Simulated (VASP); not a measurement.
# Tl2PbCl4 (P4/mmm) in VASP: single point with PBEsol

Aim: the single point of Tl2PbCl4 with PBEsol.

Everything below comes from runs of VASP 6.6.1. Logs are shortened: lines on timing, memory, paths and dates and some standing lists are left out, and cuts for length are marked.

**1. The cell of the first run**

Symmetry: P4/mmm, No. 123, tetragonal system. The conventional cell has a = 7.631 Å, b = 7.631 Å, c = 3.867 Å, α = 90.00°, β = 90.00°, γ = 90.00°. Within 4.4 Å of Tl (site symmetry mmm) lie 8 Cl at 3.32 Å and 2 Tl at 3.87 Å and 4 Pb at 4.28 Å. Within 3.6 Å of Pb (site symmetry 4/mmm) lie 4 Cl at 2.73 Å. Cl (site symmetry m2m) has 1 Pb at 2.73 Å and 4 Tl at 3.32 Å within 3.6 Å.

**2. Single point, PBEsol**

INCAR

```
PREC     = Accurate       # precision mode
ENCUT    = 520            # plane-wave cutoff, eV
EDIFF    = 1E-6           # SCF threshold, eV
ISMEAR   = -1             # smearing method
SIGMA    = 0.03           # smearing width, eV
LREAL    = False          # projectors in reciprocal space
LASPH    = True           # aspherical terms in the spheres
NELM     = 80             # most SCF steps
ALGO     = Normal         # electronic algorithm
ISIF     = 2              # what is computed and relaxed
LWAVE    = False          # write WAVECAR
LCHARG   = False          # write CHGCAR
GGA      = PS             # functional
NBANDS   = 43             # bands
```

KPOINTS

```
Automatic mesh
0
Gamma
  4 4 6
```

POSCAR

```
Tl2PbCl4
1.0
    7.6312231222      0.0000000000      0.0000000000
    0.0000000000      7.6312231222      0.0000000000
    0.0000000000      0.0000000000      3.8669091937
Tl Pb Cl
2 1 4
Direct
    0.5000000000      0.0000000000      0.5000000000
    0.0000000000      0.5000000000      0.5000000000
    0.0000000000      0.0000000000      0.0000000000
    0.2529863721      0.7470136279      0.0000000000
    0.2529863721      0.2529863721      0.0000000000
    0.7470136279      0.7470136279      0.0000000000
    0.7470136279      0.2529863721      0.0000000000
```

Potentials or basis: VASP PAW PBE potentials, release 64 (Tl_d, Pb_d, Cl).

Launch:

```bash
$ cat potpaw_PBE.64/Tl_d/POTCAR potpaw_PBE.64/Pb_d/POTCAR potpaw_PBE.64/Cl/POTCAR > POTCAR
$ mpirun -np 1 vasp_std > vasp.out
```

OUTCAR:

```text
PREC = Accurate
   ENCUT = 520
   EDIFF = 1E-6
   ISMEAR = -1
   LREAL = False
   LASPH = True
   NELM = 80
   ISIF = 2
   GGA = PS

 ion  position               nearest neighbor table
   1  0.500  0.000  0.500-   4 3.32   5 3.32   6 3.32   7 3.32   4 3.32   5 3.32   6 3.32   7 3.32

   2  0.000  0.500  0.500-   4 3.32   5 3.32   6 3.32   7 3.32   4 3.32   5 3.32   6 3.32   7 3.32

   3  0.000  0.000  0.000-   4 2.73   5 2.73   6 2.73   7 2.73
   4  0.253  0.747  0.000-   3 2.73   2 3.32   1 3.32   1 3.32   2 3.32
   5  0.253  0.253  0.000-   3 2.73   2 3.32   1 3.32   1 3.32   2 3.32
   6  0.747  0.747  0.000-   3 2.73   2 3.32   1 3.32   1 3.32   2 3.32
   7  0.747  0.253  0.000-   3 2.73   2 3.32   1 3.32   1 3.32   2 3.32

  LATTYP: Found a simple tetragonal cell.
 ALAT       =     7.6312231222
 C/A-ratio  =     0.5067220722

  Lattice vectors:

 A1 = (   7.6312231222,   0.0000000000,   0.0000000000)
 A2 = (   0.0000000000,   7.6312231222,   0.0000000000)
 A3 = (   0.0000000000,   0.0000000000,   3.8669091937)

Analysis of symmetry for initial positions (statically):
=====================================================================
 Subroutine PRICEL returns:
 Original cell was already a primitive cell.

 Routine SETGRP: Setting up the symmetry group for a
 simple tetragonal supercell.

 Subroutine GETGRP returns: Found 16 space group operations
 (whereof 16 operations were pure point group operations)
 out of a pool of 16 trial point group operations.

The static configuration has the point symmetry D_4h.

Analysis of symmetry for dynamics (positions and initial velocities):
=====================================================================
 Subroutine PRICEL returns:
 Original cell was already a primitive cell.

 Routine SETGRP: Setting up the symmetry group for a
 simple tetragonal supercell.

 Subroutine GETGRP returns: Found 16 space group operations
 (whereof 16 operations were pure point group operations)
 out of a pool of 16 trial point group operations.

The dynamic configuration has the point symmetry D_4h.

 Subroutine INISYM returns: Found 16 space group operations
 (whereof 16 operations are pure point group operations),
 and found     1 'primitive' translations

----------------------------------------------------------------------------------------

                                     Primitive cell

  volume of cell :     225.1916

  direct lattice vectors                    reciprocal lattice vectors
     7.631223122  0.000000000  0.000000000     0.131040593  0.000000000  0.000000000
     0.000000000  7.631223122  0.000000000     0.000000000  0.131040593  0.000000000
     0.000000000  0.000000000  3.866909194     0.000000000  0.000000000  0.258604469

  length of vectors
     7.631223122  7.631223122  3.866909194     0.131040593  0.131040593  0.258604469

  position of ions in fractional coordinates (direct lattice)
     0.500000000  0.000000000  0.500000000
     0.000000000  0.500000000  0.500000000
     0.000000000  0.000000000  0.000000000
     0.252986372  0.747013628  0.000000000
     0.252986372  0.252986372  0.000000000
     0.747013628  0.747013628  0.000000000
     0.747013628  0.252986372  0.000000000

  ion indices of the primitive-cell ions
   primitive index   ion index
                 1           1
                 2           2
                 3           3
                 4           4
                 5           5
                 6           6
                 7           7

----------------------------------------------------------------------------------------

 KPOINTS: Automatic mesh

Automatic generation of k-mesh.
 Grid dimensions read from file:
 generate k-points for:    4    4    6

 Generating k-lattice:

  Cartesian coordinates                     Fractional coordinates (reciprocal lattice)
     0.032760148  0.000000000  0.000000000     0.250000000  0.000000000  0.000000000
     0.000000000  0.032760148  0.000000000     0.000000000  0.250000000  0.000000000
     0.000000000  0.000000000  0.043100745     0.000000000  0.000000000  0.166666667

  Length of vectors
     0.032760148  0.032760148  0.043100745

  Shift w.r.t. Gamma in fractional coordinates (k-lattice)
     0.000000000  0.000000000  0.000000000

 Subroutine IBZKPT returns following result:
 ===========================================

 Found     24 irreducible k-points:

 Following reciprocal coordinates:
            Coordinates               Weight
  0.000000  0.000000  0.000000      1.000000
  0.250000  0.000000  0.000000      4.000000
  0.500000  0.000000  0.000000      2.000000
  0.250000  0.250000  0.000000      4.000000
  0.500000  0.250000  0.000000      4.000000
  0.500000  0.500000  0.000000      1.000000
[... 16 lines left out ...]
  0.500000  0.250000  0.500000      4.000000
  0.500000  0.500000  0.500000      1.000000
   k-points           NKPTS =     24   k-points in BZ     NKDIM =     24   number of bands    NBANDS=     43
   number of dos      NEDOS =    301   number of ions     NIONS =      7
   total plane-waves  NPLWV = 108000
   dimension x,y,z NGX =    60 NGY =   60 NGZ =   30
   dimension x,y,z NGXF=   120 NGYF=  120 NGZF=   60
   ions per type =               2   1   4
   NGX,Y,Z   is equivalent  to a cutoff of  13.07, 13.07, 12.90 a.u.
   NGXF,Y,Z  is equivalent  to a cutoff of  26.14, 26.14, 25.80 a.u.
 SYSTEM =  unknown system
   PREC   = accura    normal or accurate (medium, high low for compatibility)
   ISTART =      0    job   : 0-new  1-cont  2-samecut
   ICHARG =      2    charge: 1-file 2-atom 10-const
   ISPIN  =      1    spin polarized calculation?
   LNONCOLLINEAR =      F non collinear calculations
   LSORBIT =      F    spin-orbit coupling
   LASPH  =      T    aspherical Exc in radial PAW
   ENCUT  =  520.0 eV  38.22 Ry    6.18 a.u.  14.19 14.19  7.19*2*pi/ulx,y,z
   NELM   =     80;   NELMIN=  2; NELMDL= -5     # of ELM steps
   EDIFF  = 0.1E-05   stopping-criterion for ELM
   LREAL  =      F    real-space projection
   EDIFFG = 0.1E-04   stopping-criterion for IOM
   NSW    =      0    number of steps for IOM
   IBRION =     -1    ionic relax: 0-MD 1-quasi-New 2-CG
   NFREE  =      0    steps in history (QN), initial steepest desc. (CG)
   ISIF   =      2    stress and relaxation
   ISYM   =      2    0-nonsym 1-usesym 2-fastsym
   POTIM  = 0.5000    time-step for ionic-motion
   TEBEG  =    0.0;   TEEND  =   0.0 temperature during run
   PSTRESS=    0.0 pullay stress
   NELECT =      68.0000    total number of electrons
   NUPDOWN=      -1.0000    fix difference up-down
   EMIN   =  10.00;   EMAX   =-10.00  energy-range for DOS
   EFERMI =   0.00;   METHOD = LEGACY
   ISMEAR =    -1;   SIGMA  =   0.03  broadening in eV -4-tet -1-fermi 0-gaus
   EFERMI_NEDOS =   21; number of points for ismear=-14 and -15
   IALGO  =     38    algorithm
   IMIX   =      4    mixing-type and parameters
     AMIX     =   0.40;   BMIX     =  1.00
     AMIX_MAG =   1.60;   BMIX_MAG =  1.00
  volume/ion in A,a.u.               =      32.17       217.10
  Fermi-wavevector in a.u.,A,eV,Ry     =   1.098315  2.075515 16.412661  1.206297
  Thomas-Fermi vector in A             =   2.234691
   LORBIT       =      0    0 simple, 1 ext, 2 COOP (PROOUT), +10 PAW based schemes
   GGA     = PS    functional components
   LHFCALC =     F    Hartree Fock is set to
   AEXX    =    0.0000 exact exchange contribution
   IVDW    =     0    specifies the selected vdW correction
   LEPSILON=     F    determine dielectric tensor
   LRPA    =     F    only Hartree local field effects (RPA)
 non-spin polarized calculation
  energy-cutoff  :      520.00
  volume of cell :      225.19
 maximum number of plane-waves:      6100
 NGX is ok and might be reduce to    60
   NGX = 29   NGY = 29   NGZ = 15

 number of electron      68.0000001 magnetization

 Free energy of the ion-electron system (eV)
  ---------------------------------------------------
  ext. energy  EPLUGINS =         0.00000000
  ---------------------------------------------------
  free energy    TOTEN  =       -23.10913453 eV

  energy without entropy =      -23.10887917  energy(sigma->0) =      -23.10900685

 E-fermi :   1.5541     XC(G=0):  -8.3813

 val. band max:        1.4505503837   @ k =   0.5000   0.5000   0.5000
 cond. band min:       1.7321464009   @ k =   0.5000   0.5000   0.5000
 fundamental gap:      0.2815960173
 Fermi energy:         1.5541321123

 k-point     1 :       0.0000    0.0000    0.0000
  band No.  band energies     occupation
      1     -14.9849      2.00000
      2     -14.7943      2.00000
      3     -14.7820      2.00000
      4     -14.7820      2.00000
      5     -14.6088      2.00000
      6     -12.5700      2.00000
[... 35 lines left out ...]
     42       7.8532      0.00000
     43       8.1452      0.00000

 k-point     2 :       0.2500    0.0000    0.0000
  band No.  band energies     occupation
      1     -14.9845      2.00000
      2     -14.7950      2.00000
      3     -14.7820      2.00000
      4     -14.7819      2.00000
      5     -14.6087      2.00000
      6     -12.5378      2.00000
[... 35 lines left out ...]
     42       8.0368      0.00000
     43       8.5040      0.00000

 k-point     3 :       0.5000    0.0000    0.0000
  band No.  band energies     occupation
      1     -14.9841      2.00000
      2     -14.7957      2.00000
      3     -14.7819      2.00000
      4     -14.7819      2.00000
      5     -14.6086      2.00000
      6     -12.4877      2.00000
[... 919 lines left out ...]
      6     -12.2842      2.00000
[... 35 lines left out ...]
     42       6.9754      0.00000
     43       7.0462      0.00000

 k-point    24 :       0.5000    0.5000    0.5000
  band No.  band energies     occupation
      1     -14.8858      2.00000
      2     -14.8139      2.00000
      3     -14.8139      2.00000
      4     -14.7877      2.00000
      5     -14.6053      2.00000
      6     -12.2552      2.00000
[... 35 lines left out ...]
     42       7.1623      0.00000
     43       7.5583      0.00000

------------------------ aborting loop because EDIFF is reached ----------------------------------------

  FORCE on cell =-STRESS in cart. coord.  units (eV):
  Direction    XX          YY          ZZ          XY          YZ          ZX
  --------------------------------------------------------------------------------------
  -------------------------------------------------------------------------------------
  Total       -0.1045315     -0.1045315     -0.1013956      0.0000000     -0.0000000      0.0000000
  in kB       -0.7437134     -0.7437134     -0.7214025      0.0000000     -0.0000000      0.0000000
  external PRESSURE =      -0.7362764 kB  Pullay stress =       0.0000000 kB

 VOLUME and BASIS-vectors are now :
 -----------------------------------------------------------------------------
  energy-cutoff  :      520.00
  volume of cell :      225.19
      direct lattice vectors                 reciprocal lattice vectors
     7.631223122  0.000000000  0.000000000     0.131040593  0.000000000  0.000000000
     0.000000000  7.631223122  0.000000000     0.000000000  0.131040593  0.000000000
     0.000000000  0.000000000  3.866909194     0.000000000  0.000000000  0.258604469

 POSITION                                       TOTAL-FORCE (eV/Angst)
 -----------------------------------------------------------------------------------
      3.81561      0.00000      1.93345        -0.000000      0.000000      0.000000
      0.00000      3.81561      1.93345        -0.000000      0.000000      0.000000
      0.00000      0.00000      0.00000        -0.000000      0.000000      0.000000
      1.93060      5.70063      0.00000        -0.003083      0.003083      0.000000
      1.93060      1.93060      0.00000        -0.003083     -0.003083      0.000000
      5.70063      5.70063      0.00000         0.003083      0.003083      0.000000
      5.70063      1.93060      0.00000         0.003083     -0.003083     -0.000000
 -----------------------------------------------------------------------------------
    total drift:                                0.000000     -0.000000     -0.000000

  FREE ENERGIE OF THE ION-ELECTRON SYSTEM (eV)
  ---------------------------------------------------
  free  energy   TOTEN  =       -23.1091345270 eV

  energy  without entropy=      -23.1088791701  energy(sigma->0) =      -23.10900685
```

Run time: 7.7 min. Hardware: 1 thread of Intel Xeon 8259CL, shared host; peak memory 0.45 GiB.

Results:

- Free energy: -23.1091 eV
- Pressure: -0.1 GPa
- Largest force: 0.004 eV/Å
- Band gap on the k mesh: 0.28 eV

Forces in eV/Å, atoms in the order of the input:
```
Tl   0.000  0.000  0.000
Tl   0.000  0.000  0.000
Pb   0.000  0.000  0.000
Cl  -0.003  0.003  0.000
Cl  -0.003 -0.003  0.000
Cl   0.003  0.003  0.000
Cl   0.003 -0.003  0.000
```

Levels at points of the mesh, in eV from the valence-band top:
```
           k point  band 31  band 32  band 33  band 34  band 35  band 36  band 37  band 38
(0.00, 0.00, 0.00)    -1.21    -1.14    -0.99    -0.10     2.85     2.85     4.47     5.37
(0.50, 0.00, 0.00)    -1.17    -1.17    -1.09    -0.54     3.60     3.75     4.34     4.50
(0.50, 0.50, 0.00)    -1.22    -0.61    -0.61    -0.30     3.39     3.90     4.46     4.46
(0.00, 0.00, 0.50)    -1.20    -1.19    -0.98    -0.64     0.31     2.17     3.76     3.76
(0.50, 0.00, 0.50)    -1.45    -1.37    -1.23    -0.28     0.28     3.47     3.47     4.41
(0.50, 0.50, 0.50)    -1.74    -1.16    -1.16     0.00     0.28     3.64     3.64     3.88
```

Caveat: the PAW data sets were made with another functional, which shifts forces and pressure a little; spin-orbit coupling is left out, which moves the levels of the heavy elements. A k mesh can miss the band edges.
